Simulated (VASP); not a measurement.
# CuO (Cc) in VASP: settings compared

The runs below take CuO through single point, with r2SCAN, RPBE.

Program: VASP 6.6.1. These are calculated values, not measurements. Logs are shortened: lines on timing, memory, paths and dates and some standing lists are left out, and cuts for length are marked.

**1. The cell of the first run**

Symmetry: Cc, No. 9, monoclinic system. Conventional cell: a = 4.689 Å, b = 3.427 Å, c = 5.132 Å, α = 90.00°, β = 99.65°, γ = 90.00°. Cu (site symmetry 1) has 4 O at 1.91 to 2.02 Å within 2.5 Å. O (site symmetry 1) has 4 Cu at 1.91 to 2.02 Å within 2.5 Å.

**2. Single point, r2SCAN**

File POSCAR:

```
CuO
1.0
    2.3446497600     -1.7133998200      0.0000000000
    2.3446497600      1.7133998200      0.0000000000
   -0.8605499100      0.0000000000      5.0594394800
Cu O
2 2
Direct
    0.0032000000      0.4968000000      0.0000000000
    0.4968000000      0.0032000000      0.5000000000
    0.5714000000      0.4056000000      0.2537000000
    0.4056000000      0.5714000000      0.7537000000
```

File INCAR.step1:

```
SYSTEM = CuO
PREC = Accurate
ENCUT = 770
ISMEAR = -1
SIGMA = 0.05
LREAL = .False.
LASPH = .True.
NELM = 120
NBANDS = 33
GGA = PE
ALGO = Normal
EDIFF = 1E-5
LWAVE = .True.
LCHARG = .False.
GGA_COMPAT = .False.
```

File INCAR.step2:

```
SYSTEM = CuO
PREC = Accurate
ENCUT = 770
EDIFF = 1E-6
ISMEAR = -1
SIGMA = 0.05
LREAL = .False.
LASPH = .True.
NELM = 120
ALGO = Normal
ISIF = 2
LWAVE = .False.
LCHARG = .True.
METAGGA = R2SCAN
LMIXTAU = .True.
LELF = .True.
LVHAR = .True.
NBANDS = 33
ISTART = 1
GGA_COMPAT = .False.
```

File KPOINTS:

```
Automatic mesh
0
Gamma
  6 6 3
  0 0 0
```

Potentials or basis: VASP PAW PBE potentials, release 64 (Cu_sv_GW, O).

Run with:

```console
$ cat potpaw_PBE.64/Cu_sv_GW/POTCAR potpaw_PBE.64/O/POTCAR > POTCAR
$ cp INCAR.step1 INCAR
$ mpirun -np 1 vasp_std > vasp.out
$ cp INCAR.step2 INCAR
$ mpirun -np 1 vasp_std > vasp.out
```

OUTCAR:

```text
SYSTEM = CuO
   PREC = Accurate
   ENCUT = 770
   EDIFF = 1E-6
   ISMEAR = -1
   LREAL = .False.
   LASPH = .True.
   NELM = 120
   ISIF = 2
   METAGGA = R2SCAN
   ISTART = 1

 ion  position               nearest neighbor table
   1  0.003  0.497  0.000-   4 1.91   3 1.93   4 1.98   3 2.02
   2  0.497  0.003  0.500-   3 1.91   4 1.93   3 1.98   4 2.02
   3  0.571  0.406  0.254-   2 1.91   1 1.93   2 1.98   1 2.02
   4  0.406  0.571  0.754-   1 1.91   2 1.93   1 1.98   2 2.02

  LATTYP: Found a base centered monoclinic cell.
 ALAT       =     4.6892995200
 B/A-ratio  =     0.7307700490
 C/A-ratio  =     1.0944283419
 COS(beta)  =    -0.1676798045

  Lattice vectors:

 A1 = (   2.3446497600,  -1.7133998200,   0.0000000000)
 A2 = (   2.3446497600,   1.7133998200,   0.0000000000)
 A3 = (  -0.8605499100,   0.0000000000,   5.0594394800)

Analysis of symmetry for initial positions (statically):
=====================================================================
 Subroutine PRICEL returns:
 Original cell was already a primitive cell.

 Routine SETGRP: Setting up the symmetry group for a
 base centered monoclinic supercell.

 Subroutine GETGRP returns: Found  2 space group operations
 (whereof  1 operations were pure point group operations)
 out of a pool of  4 trial point group operations.

The static configuration has the point symmetry C_1 .
 The point group associated with its full space group is C_1h.

Analysis of symmetry for dynamics (positions and initial velocities):
=====================================================================
 Subroutine PRICEL returns:
 Original cell was already a primitive cell.

 Routine SETGRP: Setting up the symmetry group for a
 base centered monoclinic supercell.

 Subroutine GETGRP returns: Found  2 space group operations
 (whereof  1 operations were pure point group operations)
 out of a pool of  4 trial point group operations.

The dynamic configuration has the point symmetry C_1 .
 The point group associated with its full space group is C_1h.

 Subroutine INISYM returns: Found  2 space group operations
 (whereof  1 operations are pure point group operations),
 and found     1 'primitive' translations

----------------------------------------------------------------------------------------

[... 87 lines left out ...]
   PREC   = accura    normal or accurate (medium, high low for compatibility)
   ISTART =      1    job   : 0-new  1-cont  2-samecut
   ICHARG =      0    charge: 1-file 2-atom 10-const
   ISPIN  =      1    spin polarized calculation?
   LNONCOLLINEAR =      F non collinear calculations
   LSORBIT =      F    spin-orbit coupling
   LASPH  =      T    aspherical Exc in radial PAW
   ENCUT  =  770.0 eV  56.59 Ry    7.52 a.u.   6.57  6.57 11.61*2*pi/ulx,y,z
   NELM   =    120;   NELMIN=  2; NELMDL=  0     # of ELM steps
   EDIFF  = 0.1E-05   stopping-criterion for ELM
   LREAL  =      F    real-space projection
   EDIFFG = 0.1E-04   stopping-criterion for IOM
   NSW    =      0    number of steps for IOM
   IBRION =     -1    ionic relax: 0-MD 1-quasi-New 2-CG
   NFREE  =      0    steps in history (QN), initial steepest desc. (CG)
   ISIF   =      2    stress and relaxation
   ISYM   =      2    0-nonsym 1-usesym 2-fastsym
   POTIM  = 0.5000    time-step for ionic-motion
   TEBEG  =    0.0;   TEEND  =   0.0 temperature during run
   PSTRESS=    0.0 pullay stress
   NELECT =      50.0000    total number of electrons
   NUPDOWN=      -1.0000    fix difference up-down
   EMIN   =  10.00;   EMAX   =-10.00  energy-range for DOS
   EFERMI =   0.00;   METHOD = LEGACY
   ISMEAR =    -1;   SIGMA  =   0.05  broadening in eV -4-tet -1-fermi 0-gaus
   EFERMI_NEDOS =   21; number of points for ismear=-14 and -15
   IALGO  =     38    algorithm
   IMIX   =      4    mixing-type and parameters
     AMIX     =   0.40;   BMIX     =  1.00
     AMIX_MAG =   1.60;   BMIX_MAG =  1.00
  volume/ion in A,a.u.               =      10.16        68.58
  Fermi-wavevector in a.u.,A,eV,Ry     =   1.754049  3.314673 41.860895  3.076689
  Thomas-Fermi vector in A             =   2.824066
   LORBIT       =      0    0 simple, 1 ext, 2 COOP (PROOUT), +10 PAW based schemes
   METAGGA = R2SCAN    functional components
   LHFCALC =     F    Hartree Fock is set to
   AEXX    =    0.0000 exact exchange contribution
   IVDW    =     0    specifies the selected vdW correction
   LEPSILON=     F    determine dielectric tensor
   LRPA    =     F    only Hartree local field effects (RPA)
 non-spin polarized calculation
  energy-cutoff  :      770.00
  volume of cell :       40.65
 maximum number of plane-waves:      1993
 NGX is ok and might be reduce to    28
   NGX = 13   NGY = 13   NGZ = 23

 number of electron      49.9999991 magnetization

 Free energy of the ion-electron system (eV)
  ---------------------------------------------------
  ext. energy  EPLUGINS =         0.00000000
  ---------------------------------------------------
  free energy    TOTEN  =       -36.55508854 eV

  energy without entropy =      -36.53429174  energy(sigma->0) =      -36.54469014

 E-fermi :   5.5418     XC(G=0): -13.0078

 val. band max:        5.5010222415   @ k =   0.5000  -0.0000   0.0000
 cond. band min:       5.5643181574   @ k =   0.5000   0.3333   0.3333
 fundamental gap:      0.0632959159
 Fermi energy:         5.5418258885

 k-point     1 :       0.0000    0.0000    0.0000
  band No.  band energies     occupation
      1    -111.0054      2.00000
      2    -111.0047      2.00000
      3     -66.9896      2.00000
      4     -66.9889      2.00000
      5     -66.9711      2.00000
      6     -66.9621      2.00000
[... 853 lines left out ...]
     32      20.0629      0.00000
     33      21.1541      0.00000

 [... further k-points ...]
[... 5 lines left out ...]
  --------------------------------------------------------------------------------------
  -------------------------------------------------------------------------------------
  Total       -0.9663467     -0.4116509     -1.0480713      0.0000000      0.0000000     -0.2596859
  in kB      -38.0867978    -16.2244703    -41.3078243      0.0000000      0.0000000    -10.2350468
  external PRESSURE =     -31.8730308 kB  Pullay stress =       0.0000000 kB

 VOLUME and BASIS-vectors are now :
 -----------------------------------------------------------------------------
  energy-cutoff  :      770.00
  volume of cell :       40.65
      direct lattice vectors                 reciprocal lattice vectors
     2.344649760 -1.713399820  0.000000000     0.213251467 -0.291817470  0.036271514
     2.344649760  1.713399820  0.000000000     0.213251467  0.291817470  0.036271514
    -0.860549910  0.000000000  5.059439480     0.000000000  0.000000000  0.197650353

 POSITION                                       TOTAL-FORCE (eV/Angst)
 -----------------------------------------------------------------------------------
      1.17232      0.84573      0.00000        -0.593607      0.362601      0.240842
      0.74205     -0.84573      2.52972        -0.593607     -0.362601      0.240842
      2.07240     -0.28408      1.28358         0.593607      0.325453     -0.240842
      1.64213      0.28408      3.81330         0.593607     -0.325453     -0.240842
 -----------------------------------------------------------------------------------
    total drift:                               -0.002513      0.000000     -0.011550

  FREE ENERGIE OF THE ION-ELECTRON SYSTEM (eV)
  ---------------------------------------------------
  free  energy   TOTEN  =       -36.5550885445 eV

  energy  without entropy=      -36.5342917405  energy(sigma->0) =      -36.54469014
```

Run time: 2.9 min. Hardware: 1 thread of Intel Xeon 6975P-C (Granite Rapids), shared host; peak memory 0.25 GiB.

What came out:

| Property | Result |
| --- | --- |
| Free energy | -36.5551 eV |
| Pressure | -3.2 GPa |
| Largest force | 0.736 eV/Å |
| Band gap on the k mesh | zero (band 25 reaches 5.71 eV, above the bottom of band 26 at 5.24 eV) |

Forces in eV/Å, atoms in the order of the input:
```
Cu  -0.594  0.363  0.241
Cu  -0.594 -0.363  0.241
O    0.594  0.325 -0.241
O    0.594 -0.325 -0.241
```

Caveat: the k points lie up to 0.41 Å⁻¹ apart; the PAW data sets were made with another functional, which shifts forces and pressure a little; semilocal functionals often make such compounds metallic where correlation or magnetic order opens a gap, which also shifts bond lengths.

[end of part 1 of 3]
